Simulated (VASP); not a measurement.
Input of a VASP 6.6.1 run:

Contents of INCAR:

```
  PREC = Accurate
  ENCUT = 520
  EDIFF = 1E-6
  ISMEAR = 0
  SIGMA = 0.15
  LREAL = F
  LASPH = T
  NELM = 60
  ALGO = Fast
  ISIF = 2
  LWAVE = F
  LCHARG = F
  GGA = PE
  NBANDS = 19
```

The input KPOINTS:

```
regular mesh
0
Gamma
  24 24 12
```

Contents of POSCAR:

```
Zn
1.0
    2.8131398780      0.0000000000      0.0000000000
   -1.4065699390      2.4362505987      0.0000000000
    0.0000000000      0.0000000000      4.4387585638
Zn
2
Direct
    0.3333333333      0.6666666667      0.2500000000
    0.6666666667      0.3333333333      0.7500000000
```

Potentials or basis: VASP PAW PBE potentials, release 64 (Zn).

Launch:

```console
$ cat potpaw_PBE.64/Zn/POTCAR > POTCAR
$ mpirun -np 1 vasp_std > vasp.out
```

Question: What does it give for the band gap on the k mesh?

Answer: Zero (bands 12 and 13 overlap by 2.80 eV).

Question: Predict the pressure.

Answer: -1.1 GPa.

Stress tensor (GPa, compression positive):
```
-1.57  0.00  0.00
 0.00 -1.57  0.00
 0.00  0.00 -0.13
```
